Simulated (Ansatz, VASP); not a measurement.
**Two plane-wave programs on PbSe**

POSCAR

```
PbSe
1.0
    0.0000000000      3.1206779849      3.1206779849
    3.1206779849      0.0000000000      3.1206779849
    3.1206779849      3.1206779849      0.0000000000
Pb Se
1 1
Direct
    0.0000000000      0.0000000000      0.0000000000
    0.5000000000      0.5000000000      0.5000000000
```

Contents of INCAR.step1:

```
SYSTEM = PbSe
ALGO     = Normal         ! electronic algorithm
EDIFF    = 1E-5           ! SCF threshold, eV
ENCUT    = 520            ! plane-wave cutoff, eV
GGA      = PE             ! functional
ISIF     = 2              ! what is computed and relaxed
ISMEAR   = -1             ! smearing method
LASPH    = .TRUE.         ! aspherical terms in the spheres
LREAL    = .FALSE.        ! projectors in reciprocal space
LWAVE    = .TRUE.         ! write WAVECAR
NBANDS   = 17             ! bands
NELM     = 100            ! most SCF steps
PREC     = Accurate       ! precision mode
SIGMA    = 0.05           ! smearing width, eV
```

The input INCAR.step2:

```
SYSTEM = PbSe
AEXX     = 0.25           ! exact-exchange fraction
ALGO     = Normal         ! electronic algorithm
EDIFF    = 1E-7           ! SCF threshold, eV
ENCUT    = 520            ! plane-wave cutoff, eV
GGA      = PS             ! functional
ISIF     = 2              ! what is computed and relaxed
ISMEAR   = -1             ! smearing method
ISTART   = 1            
LASPH    = .TRUE.         ! aspherical terms in the spheres
LCHARG   = .TRUE.         ! write CHGCAR
LELF     = .TRUE.         ! ELF
LHFCALC  = .TRUE.         ! exact exchange
LREAL    = .FALSE.        ! projectors in reciprocal space
LVHAR    = .TRUE.       
LWAVE    = .FALSE.        ! write WAVECAR
NBANDS   = 17             ! bands
NELM     = 100            ! most SCF steps
PREC     = Accurate       ! precision mode
PRECFOCK = Normal       
SIGMA    = 0.05           ! smearing width, eV
```

Contents of KPOINTS:

```
k-points
0
G
  4 4 4
  0 0 0
```

Contents of input.yaml:

```yaml
crystal:
  lattice:
    - [0.0, 3.1206779849, 3.1206779849]
    - [3.1206779849, 0.0, 3.1206779849]
    - [3.1206779849, 3.1206779849, 0.0]
  atoms:
    - { symbol: Pb, position: [0.0, 0.0, 0.0] }
    - { symbol: Se, position: [0.5, 0.5, 0.5] }
hamiltonian:
  xc: { exchange: pbesol, correlation: pbesol, exx: { coeff: 0.25 } }
  pseudopotentials: { kind: paw }
kpoints:
  mp_grid: { grid: [4, 4, 4] }
scf:
  occupations: { method: fermi_dirac, width: 0.05 }
output:
  forces: true
  stress: true
  eigenvalues: true
```

Alike in both runs: task single point; functional PBEsol-based global hybrid with a share of 0.25 of exact exchange; k mesh 4 × 4 × 4; occupations fermi-dirac, width 0.05 eV; no spin polarisation.

|  | VASP | Ansatz |
| --- | --- | --- |
| version | VASP 6.6.1 | Ansatz 0.2.0 |
| potentials or method | VASP PAW PBE potentials, release 64 (Pb_d, Se) | Ansatz PAW |
| plane-wave cutoff (eV) | 520 | 420 |
| valence electrons in the cell | 20 | 30 |

VASP gave:

- gap on the k mesh at the Fermi level (eV): 1.50
- least direct gap on the mesh (eV): 1.50
- pressure (GPa): -3.6

Q: Which values does Ansatz return?

A: gap on the k mesh at the Fermi level (eV): 1.42; least direct gap on the mesh (eV): 1.42; pressure (GPa): -3.4.

VASP's potentials were made for PBE, not for PBEsol-based global hybrid. VASP's potentials hold 20 valence electrons a cell and Ansatz's 30, so a difference there can come from the potentials and not from the codes.

The k mesh is coarse, so the values compare programs but aren't converged. Spin-orbit coupling is off throughout.
